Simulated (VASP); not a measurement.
# ZnSe (F-43m) in VASP: a series of runs

Runs on ZnSe. Level: PBEsol. Tasks: single point, relaxation of cell and atoms.

Program: VASP 6.6.1. These are calculated values, not measurements. Logs are shortened: lines on timing, memory, paths and dates and some standing lists are left out, and cuts for length are marked.

### 1 The cell of the first run

Symmetry: F-43m, No. 216, cubic system. Conventional cell: a = 5.633 Å, b = 5.633 Å, c = 5.633 Å, α = 90.00°, β = 90.00°, γ = 90.00°. Zn (site symmetry -43m) has 4 Se at 2.44 Å within 3.2 Å. Within 3.2 Å of Se (site symmetry -43m) lie 4 Zn at 2.44 Å.

### 2 Single point, PBEsol

INCAR reads:

```
ALGO     = Normal         # electronic algorithm
EDIFF    = 1E-7           # SCF threshold, eV
ENCUT    = 520            # plane-wave cutoff, eV
GGA      = PS             # functional
ISIF     = 2              # what is computed and relaxed
ISMEAR   = -1             # smearing method
LASPH    = T              # aspherical terms in the spheres
LCHARG   = F              # write CHGCAR
LREAL    = F              # projectors in reciprocal space
LWAVE    = F              # write WAVECAR
NBANDS   = 16             # bands
NELM     = 80             # most SCF steps
PREC     = Accurate       # precision mode
SIGMA    = 0.1            # smearing width, eV
```

KPOINTS reads:

```
k-points
0
Gamma
  12 12 12
```

POSCAR reads:

```
ZnSe
1.0
    0.0000000000      2.8165924998      2.8165924998
    2.8165924998      0.0000000000      2.8165924998
    2.8165924998      2.8165924998      0.0000000000
Zn Se
1 1
Direct
    0.0000000000      0.0000000000      0.0000000000
    0.7500000000      0.7500000000      0.7500000000
```

Potentials or basis: VASP PAW PBE potentials, release 64 (Zn, Se).

The run is started by

```bash
$ cat potpaw_PBE.64/Zn/POTCAR potpaw_PBE.64/Se/POTCAR > POTCAR
$ mpirun -np 1 vasp_std > vasp.out
```

OUTCAR:

```text
EDIFF = 1E-7
   ENCUT = 520
   GGA = PS
   ISIF = 2
   ISMEAR = -1
   LASPH = T
   LREAL = F
   NELM = 80
   PREC = Accurate

 ion  position               nearest neighbor table
   1  0.000  0.000  0.000-   2 2.44   2 2.44   2 2.44   2 2.44
   2  0.750  0.750  0.750-   1 2.44   1 2.44   1 2.44   1 2.44

  LATTYP: Found a face centered cubic cell.
 ALAT       =     5.6331849996

  Lattice vectors:

 A1 = (   0.0000000000,   2.8165924998,   2.8165924998)
 A2 = (   2.8165924998,   0.0000000000,   2.8165924998)
 A3 = (   2.8165924998,   2.8165924998,   0.0000000000)

Analysis of symmetry for initial positions (statically):
=====================================================================
 Subroutine PRICEL returns:
 Original cell was already a primitive cell.

 Routine SETGRP: Setting up the symmetry group for a
 face centered cubic supercell.

 Subroutine GETGRP returns: Found 24 space group operations
 (whereof 24 operations were pure point group operations)
 out of a pool of 48 trial point group operations.

The static configuration has the point symmetry T_d .

Analysis of symmetry for dynamics (positions and initial velocities):
=====================================================================
 Subroutine PRICEL returns:
 Original cell was already a primitive cell.

 Routine SETGRP: Setting up the symmetry group for a
 face centered cubic supercell.

 Subroutine GETGRP returns: Found 24 space group operations
 (whereof 24 operations were pure point group operations)
 out of a pool of 48 trial point group operations.

The dynamic configuration has the point symmetry T_d .

 Subroutine INISYM returns: Found 24 space group operations
 (whereof 24 operations are pure point group operations),
 and found     1 'primitive' translations

----------------------------------------------------------------------------------------

                                     Primitive cell

  volume of cell :      44.6891

  direct lattice vectors                    reciprocal lattice vectors
     0.000000000  2.816592500  2.816592500    -0.177519467  0.177519467  0.177519467
     2.816592500  0.000000000  2.816592500     0.177519467 -0.177519467  0.177519467
     2.816592500  2.816592500  0.000000000     0.177519467  0.177519467 -0.177519467

  length of vectors
     3.983263313  3.983263313  3.983263313     0.307472737  0.307472737  0.307472737

  position of ions in fractional coordinates (direct lattice)
     0.000000000  0.000000000  0.000000000
     0.750000000  0.750000000  0.750000000

  ion indices of the primitive-cell ions
   primitive index   ion index
                 1           1
                 2           2

----------------------------------------------------------------------------------------

 KPOINTS: k-points

Automatic generation of k-mesh.
 Grid dimensions read from file:
 generate k-points for:   12   12   12

 Generating k-lattice:

  Cartesian coordinates                     Fractional coordinates (reciprocal lattice)
    -0.014793289  0.014793289  0.014793289     0.083333333  0.000000000  0.000000000
     0.014793289 -0.014793289  0.014793289     0.000000000  0.083333333  0.000000000
     0.014793289  0.014793289 -0.014793289     0.000000000  0.000000000  0.083333333

  Length of vectors
     0.025622728  0.025622728  0.025622728

  Shift w.r.t. Gamma in fractional coordinates (k-lattice)
     0.000000000  0.000000000  0.000000000

 Subroutine IBZKPT returns following result:
 ===========================================

 Found     72 irreducible k-points:

 Following reciprocal coordinates:
            Coordinates               Weight
  0.000000  0.000000  0.000000      1.000000
  0.083333  0.000000  0.000000      8.000000
  0.166667  0.000000  0.000000      8.000000
  0.250000  0.000000  0.000000      8.000000
  0.333333  0.000000  0.000000      8.000000
  0.416667  0.000000  0.000000      8.000000
[... 16 lines left out ...]
  0.500000  0.166667  0.000000     24.000000
 -0.416667  0.166667  0.000000     24.000000
 [... further k-points ...]
   k-points           NKPTS =     72   k-points in BZ     NKDIM =     72   number of bands    NBANDS=     16
   number of dos      NEDOS =    301   number of ions     NIONS =      2
   total plane-waves  NPLWV =  27000
   dimension x,y,z NGX =    30 NGY =   30 NGZ =   30
   dimension x,y,z NGXF=    60 NGYF=   60 NGZF=   60
   ions per type =               1   1
   NGX,Y,Z   is equivalent  to a cutoff of  12.52, 12.52, 12.52 a.u.
   NGXF,Y,Z  is equivalent  to a cutoff of  25.04, 25.04, 25.04 a.u.
 SYSTEM =  unknown system
   PREC   = accura    normal or accurate (medium, high low for compatibility)
   ISTART =      0    job   : 0-new  1-cont  2-samecut
   ICHARG =      2    charge: 1-file 2-atom 10-const
   ISPIN  =      1    spin polarized calculation?
   LNONCOLLINEAR =      F non collinear calculations
   LSORBIT =      F    spin-orbit coupling
   LASPH  =      T    aspherical Exc in radial PAW
   ENCUT  =  520.0 eV  38.22 Ry    6.18 a.u.   7.41  7.41  7.41*2*pi/ulx,y,z
   NELM   =     80;   NELMIN=  2; NELMDL= -5     # of ELM steps
   EDIFF  = 0.1E-06   stopping-criterion for ELM
   LREAL  =      F    real-space projection
   EDIFFG = 0.1E-05   stopping-criterion for IOM
   NSW    =      0    number of steps for IOM
   IBRION =     -1    ionic relax: 0-MD 1-quasi-New 2-CG
   NFREE  =      0    steps in history (QN), initial steepest desc. (CG)
   ISIF   =      2    stress and relaxation
   ISYM   =      2    0-nonsym 1-usesym 2-fastsym
   POTIM  = 0.5000    time-step for ionic-motion
   TEBEG  =    0.0;   TEEND  =   0.0 temperature during run
   PSTRESS=    0.0 pullay stress
   NELECT =      18.0000    total number of electrons
   NUPDOWN=      -1.0000    fix difference up-down
   EMIN   =  10.00;   EMAX   =-10.00  energy-range for DOS
   EFERMI =   0.00;   METHOD = LEGACY
   ISMEAR =    -1;   SIGMA  =   0.10  broadening in eV -4-tet -1-fermi 0-gaus
   EFERMI_NEDOS =   21; number of points for ismear=-14 and -15
   IALGO  =     38    algorithm
   IMIX   =      4    mixing-type and parameters
     AMIX     =   0.40;   BMIX     =  1.00
     AMIX_MAG =   1.60;   BMIX_MAG =  1.00
  volume/ion in A,a.u.               =      22.34       150.79
  Fermi-wavevector in a.u.,A,eV,Ry     =   1.209015  2.284707 19.887867  1.461717
  Thomas-Fermi vector in A             =   2.344605
   LORBIT       =      0    0 simple, 1 ext, 2 COOP (PROOUT), +10 PAW based schemes
   GGA     = PS    functional components
   LHFCALC =     F    Hartree Fock is set to
   AEXX    =    0.0000 exact exchange contribution
   IVDW    =     0    specifies the selected vdW correction
   LEPSILON=     F    determine dielectric tensor
   LRPA    =     F    only Hartree local field effects (RPA)
 non-spin polarized calculation
  energy-cutoff  :      520.00
  volume of cell :       44.69
 maximum number of plane-waves:      1243
 NGX is ok and might be reduce to    30
   NGX = 15   NGY = 15   NGZ = 15

 number of electron      17.9999998 magnetization

 Free energy of the ion-electron system (eV)
  ---------------------------------------------------
  ext. energy  EPLUGINS =         0.00000000
  ---------------------------------------------------
  free energy    TOTEN  =        -6.77401438 eV

  energy without entropy =       -6.77399703  energy(sigma->0) =       -6.77400570

 E-fermi :   2.4223     XC(G=0):  -9.6098

 val. band max:        1.6456348996   @ k =   0.0000   0.0000   0.0000
 cond. band min:       2.8895299537   @ k =   0.0000   0.0000   0.0000
 fundamental gap:      1.2438950541
 Fermi energy:         2.4223206151

 k-point     1 :       0.0000    0.0000    0.0000
  band No.  band energies     occupation
      1     -11.7600      2.00000
      2      -4.9790      2.00000
      3      -4.9790      2.00000
      4      -4.9790      2.00000
      5      -4.5905      2.00000
      6      -4.5905      2.00000
[... 8 lines left out ...]
     15      13.1123      0.00000
     16      13.1123      0.00000

 k-point     2 :       0.0833    0.0000    0.0000
  band No.  band energies     occupation
      1     -11.7125      2.00000
      2      -4.9778      2.00000
      3      -4.9713      2.00000
      4      -4.9713      2.00000
      5      -4.5914      2.00000
      6      -4.5914      2.00000
[... 8 lines left out ...]
     15      12.5939      0.00000
     16      12.5939      0.00000

 k-point     3 :       0.1667    0.0000    0.0000
  band No.  band energies     occupation
      1     -11.5777      2.00000
      2      -4.9667      2.00000
      3      -4.9511      2.00000
      4      -4.9511      2.00000
      5      -4.5925      2.00000
      6      -4.5925      2.00000
[... 8 lines left out ...]
     15      12.0506      0.00000
     16      12.5418      0.00000

 k-point     4 :       0.2500    0.0000    0.0000
  band No.  band energies     occupation
      1     -11.3810      2.00000
      2      -4.9260      2.00000
      3      -4.9260      2.00000
      4      -4.9243      2.00000
      5      -4.5906      2.00000
      6      -4.5906      2.00000
[... 8 lines left out ...]
     15      12.0314      0.00000
     16      12.2044      0.00000

 k-point     5 :       0.3333    0.0000    0.0000
  band No.  band energies     occupation
      1     -11.1667      2.00000
      2      -4.9045      2.00000
      3      -4.9045      2.00000
      4      -4.8173      2.00000
      5      -4.5839      2.00000
      6      -4.5839      2.00000
[... 8 lines left out ...]
     15      12.6613      0.00000
     16      12.6613      0.00000

 k-point     6 :       0.4167    0.0000    0.0000
  band No.  band energies     occupation
      1     -10.9962      2.00000
      2      -4.8917      2.00000
      3      -4.8917      2.00000
      4      -4.6149      2.00000
      5      -4.5752      2.00000
      6      -4.5752      2.00000
[... 8 lines left out ...]
     15      13.7816      0.00000
     16      13.7816      0.00000

 k-point     7 :       0.5000    0.0000    0.0000
  band No.  band energies     occupation
      1     -10.9305      2.00000
      2      -4.8877      2.00000
      3      -4.8877      2.00000
      4      -4.5711      2.00000
      5      -4.5711      2.00000
      6      -4.4259      2.00000
[... 8 lines left out ...]
     15      14.7697      0.00000
     16      14.7697      0.00000

 k-point     8 :       0.0833    0.0833    0.0000
  band No.  band energies     occupation
      1     -11.6966      2.00000
      2      -4.9848      2.00000
      3      -4.9650      2.00000
      4      -4.9650      2.00000
      5      -4.5963      2.00000
      6      -4.5871      2.00000
[... 8 lines left out ...]
     15      12.1773      0.00000
     16      13.2118      0.00000

 k-point     9 :       0.1667    0.0833    0.0000
  band No.  band energies     occupation
      1     -11.5908      2.00000
      2      -4.9836      2.00000
      3      -4.9461      2.00000
      4      -4.9452      2.00000
      5      -4.6016      2.00000
      6      -4.5842      2.00000
[... 8 lines left out ...]
     15      12.9150      0.00000
     16      12.9236      0.00000
[... 172 lines left out ...]
 k-point    19 :       0.1667    0.1667    0.0000
  band No.  band energies     occupation
      1     -11.5168      2.00000
      2      -4.9968      2.00000
      3      -4.9245      2.00000
      4      -4.9245      2.00000
      5      -4.6103      2.00000
      6      -4.5777      2.00000
[... 8 lines left out ...]
     15      13.5080      0.00000
     16      13.6095      0.00000

 k-point    20 :       0.2500    0.1667    0.0000
  band No.  band energies     occupation
      1     -11.3690      2.00000
      2      -4.9900      2.00000
      3      -4.8959      2.00000
      4      -4.8942      2.00000
      5      -4.6139      2.00000
      6      -4.5722      2.00000
[... 8 lines left out ...]
     15      13.5319      0.00000
     16      14.3149      0.00000

 k-point    21 :       0.3333    0.1667    0.0000
  band No.  band energies     occupation
      1     -11.1780      2.00000
      2      -4.9530      2.00000
      3      -4.8690      2.00000
      4      -4.8510      2.00000
      5      -4.6038      2.00000
      6      -4.5670      2.00000
[... 8 lines left out ...]
     15      13.8455      0.00000
     16      14.1200      0.00000

 k-point    22 :       0.4167    0.1667    0.0000
  band No.  band energies     occupation
      1     -10.9915      2.00000
      2      -4.9089      2.00000
      3      -4.8514      2.00000
      4      -4.7615      2.00000
      5      -4.5649      2.00000
      6      -4.5638      2.00000
[... 8 lines left out ...]
     15      14.0431      0.00000
     16      14.6667      0.00000

 k-point    23 :       0.5000    0.1667    0.0000
  band No.  band energies     occupation
      1     -10.8671      2.00000
      2      -4.8890      2.00000
      3      -4.8454      2.00000
      4      -4.6517      2.00000
      5      -4.5673      2.00000
      6      -4.4519      2.00000
[... 8 lines left out ...]
     15      14.3790      0.00000
     16      14.8167      0.00000

 k-point    24 :      -0.4167    0.1667    0.0000
  band No.  band energies     occupation
      1     -10.8500      2.00000
      2      -4.8822      2.00000
      3      -4.8501      2.00000
      4      -4.6145      2.00000
      5      -4.5793      2.00000
      6      -4.4138      2.00000
[... 8 lines left out ...]
     15      13.3855      0.00000
     16      14.1925      0.00000

 [... further k-points ...]

------------------------ aborting loop because EDIFF is reached ----------------------------------------

  FORCE on cell =-STRESS in cart. coord.  units (eV):
  Direction    XX          YY          ZZ          XY          YZ          ZX
  --------------------------------------------------------------------------------------
  -------------------------------------------------------------------------------------
  Total        0.0791939      0.0791939      0.0791939      0.0000000      0.0000000      0.0000000
  in kB        2.8392276      2.8392276      2.8392276      0.0000000      0.0000000      0.0000000
  external PRESSURE =       2.8392276 kB  Pullay stress =       0.0000000 kB

 VOLUME and BASIS-vectors are now :
 -----------------------------------------------------------------------------
  energy-cutoff  :      520.00
  volume of cell :       44.69
      direct lattice vectors                 reciprocal lattice vectors
     0.000000000  2.816592500  2.816592500    -0.177519467  0.177519467  0.177519467
     2.816592500  0.000000000  2.816592500     0.177519467 -0.177519467  0.177519467
     2.816592500  2.816592500  0.000000000     0.177519467  0.177519467 -0.177519467

 POSITION                                       TOTAL-FORCE (eV/Angst)
 -----------------------------------------------------------------------------------
      0.00000      0.00000      0.00000        -0.000000     -0.000000     -0.000000
      4.22489      4.22489      4.22489         0.000000      0.000000      0.000000
 -----------------------------------------------------------------------------------
    total drift:                               -0.000000     -0.000000     -0.000001

  FREE ENERGIE OF THE ION-ELECTRON SYSTEM (eV)
  ---------------------------------------------------
  free  energy   TOTEN  =        -6.7740143812 eV

  energy  without entropy=       -6.7739970259  energy(sigma->0) =       -6.77400570
```

It took 62 s on 1 thread of Intel Xeon Platinum 8259CL at 2.50GHz (Skylake/Cascade Lake), shared host; peak memory 0.2 GiB.

Results:

```yaml
Free_energy: -6.7740 eV
Pressure: 0.3 GPa
Band_gap_on_the_k_mesh: 1.24 eV, direct
```

Caveat: the PAW data sets were made with another functional, which shifts forces and pressure a little. PBEsol gaps usually lie below the measured ones, often by a third to a half.

### 3 Relaxation of cell and atoms, PBEsol

This run uses another cell than the first one, of 22.76 Å³/atom, 1.018 times its volume.

INCAR reads:

```
ALGO = Normal
EDIFF = 1E-6
EDIFFG = -0.002
ENCUT = 600
GGA = PS
IBRION = 2
ISIF = 3
ISMEAR = -1
LASPH = T
LCHARG = F
LREAL = F
LWAVE = F
NELM = 60
NSW = 100
PREC = Accurate
SIGMA = 0.1
```

KPOINTS is that of step 2.

POSCAR reads:

```
ZnSe
1.0
    0.0000000000      2.8338000000      2.8338000000
    2.8338000000      0.0000000000      2.8338000000
    2.8338000000      2.8338000000      0.0000000000
Zn Se
1 1
Direct
    0.0000000000      0.0000000000      0.0000000000
    0.7500000000      0.7500000000      0.7500000000
```

Potentials or basis: VASP PAW PBE potentials, release 64 (Zn, Se).

The run is started by

```bash
$ cat potpaw_PBE.64/Zn/POTCAR potpaw_PBE.64/Se/POTCAR > POTCAR
$ mpirun -np 1 vasp_std > vasp.out
```

It took 82 s on 1 thread of Intel Xeon Platinum 8259CL at 2.50GHz (Skylake/Cascade Lake), shared host; peak memory 0.22 GiB.

The run converged. Its results:

```yaml
Free_energy: -6.7741 eV
Relaxed_volume: 22.44 Å³/atom
Relaxed_cell: a = 3.989 Å, b = 3.989 Å, c = 3.989 Å, α = 60.00°, β = 60.00°, γ = 60.00°
Space_group_after_relaxing_to_0.05_Å: F-43m (No. 216)
Energy_gained_by_relaxing: 0.9 meV/atom
Ionic_steps: 3
Pressure_after_relaxing: 0.0 GPa
Band_gap_on_the_k_mesh: 1.23 eV, direct
```

The path:
```csv
step,energy change (eV),largest force (eV/Å),pressure (GPa),volume (Å³)
1,0.0000,0.0000,-0.91,45.51
2,-0.0017,0.0000,0.45,44.67
3,-0.0019,0.0000,0.01,44.88
```

Final structure:
```
Zn Se
1.0
     0.00000    2.82066    2.82066
     2.82066    0.00000    2.82066
     2.82066    2.82066    0.00000
Zn Se
1 1
Cartesian
  0.0000 0.0000 0.0000
  4.2310 4.2310 4.2310
```

Levels at points of the mesh, in eV from the valence-band top:
| k point | band 6 | band 7 | band 8 | band 9 | band 10 | band 11 | band 12 | band 13 |
| --- | --- | --- | --- | --- | --- | --- | --- | --- |
| (0.00, 0.00, 0.00) | -6.22 | 0.00 | 0.00 | 0.00 | 1.23 | 5.73 | 5.73 | 5.73 |
| (0.50, 0.00, 0.00) | -6.06 | -5.37 | -0.90 | -0.90 | 2.47 | 6.30 | 6.30 | 8.44 |
| (0.50, 0.50, 0.00) | -6.04 | -4.85 | -2.26 | -2.26 | 2.81 | 3.37 | 10.71 | 11.27 |

Caveat: the PAW data sets were made with another functional, which shifts forces and pressure a little.
